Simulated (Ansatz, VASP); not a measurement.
**TeRu in VASP and in Ansatz**

```
Ru Te
1.0
     3.41538    0.00000    0.00000
     0.00000    3.41538    0.00000
     0.00000    0.00000    3.41538
Ru Te
1 1
Direct
  0.00000 0.00000 0.00000
  0.50000 0.50000 0.50000
```

Alike in both runs: task single point; functional PBE; k mesh 6 × 6 × 6; occupations gaussian, width 0.05 eV; collinear spin; Hubbard terms Ru d U = 3.0 eV, J = 0.9 eV.

```csv
,VASP,Ansatz
version,VASP 6.6.1,Ansatz 0.2.0
potentials or method,"VASP PAW PBE potentials, release 64 (Ru_pv, Te), cutoff 520 eV","scalar-relativistic, plane waves, PAW"
valence electrons in the cell,20,32
```

VASP gave:

* gap on the k mesh at the Fermi level (eV): none
* pressure (GPa): -8.9
* net moment per atom (μB): 0.64
* size of the moment on the site where the two differ most (μB): 1.27

Q: Which values does Ansatz return?

A: gap on the k mesh at the Fermi level (eV): none; pressure (GPa): -9.1; net moment per atom (μB): 0.64; size of the moment on the site where the two differ most (μB): 1.21.

Site moments also hang on the region over which each program counts them. The programs project onto different local orbitals, so the same U acts differently, and such runs can settle in different states. A gap of «none» marks a metal or a gap that the smearing closes. VASP's potentials hold 20 valence electrons a cell and Ansatz's 32, so a difference there can come from the potentials and not from the codes. Ansatz's warnings: filled band counts differ across k points, specified occupation not kept, symmetry narrowed by occupation matrices.

Neither program's run includes spin-orbit coupling.
